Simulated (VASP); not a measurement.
## Si: single point with LDA

Crystal: Si.

```
Si
1.0
    -3.28369    3.28369    3.28369
     3.28369   -3.28369    3.28369
     3.28369    3.28369   -3.28369
Si
8
Direct
  0.20448 0.20448 0.20448
  0.50000 0.00000 0.29552
  0.29552 0.50000 0.00000
  0.00000 0.29552 0.50000
  0.79552 0.79552 0.79552
  0.50000 0.00000 0.70448
  0.70448 0.50000 0.00000
  0.00000 0.70448 0.50000
```

* Program: VASP 6.6.1
* Task: single point
* Functional: LDA
* Potentials or basis: VASP PAW LDA potentials, release 64 (Si)
* Cutoff: 520 eV
* k mesh: 8 × 8 × 8
* Occupations: gaussian, width 0.15 eV
* Spin: no spin polarisation
* Dipole correction: no
* Further INCAR settings: ALGO = Normal; EDIFF = 1e-07; NBANDS = 26

```json
{
 "Pressure": "0.0 GPa",
 "Largest force": "0.011 eV/Å",
 "Band gap on the k mesh": "zero (band 16 reaches 7.63 eV, above the bottom of band 17 at 7.42 eV)"
}
```

Forces in eV/Å, atoms in the order of the input:
```
Si   0.006  0.006  0.006
Si  -0.006 -0.006  0.006
Si   0.006 -0.006 -0.006
Si  -0.006  0.006 -0.006
Si  -0.006 -0.006 -0.006
Si   0.006  0.006 -0.006
Si  -0.006  0.006  0.006
Si   0.006 -0.006  0.006
```

Levels at points of the mesh, in eV from the Fermi level:
```
           k point  band 13  band 14  band 15  band 16  band 17  band 18  band 19  band 20
(0.00, 0.00, 0.00)    -4.22    -1.47    -1.47    -0.81     1.72     1.72     1.72     3.78
(0.50, 0.00, 0.00)    -2.15    -2.15    -1.32    -1.32     0.35     0.35     2.04     2.04
(0.50, 0.50, 0.50)    -2.65    -0.64     0.25     0.25     0.25     2.91     2.91     2.91
```

It took 3.8 min on 1 thread of Intel Xeon 8259CL, on a shared host, peak memory 0.25 GiB.
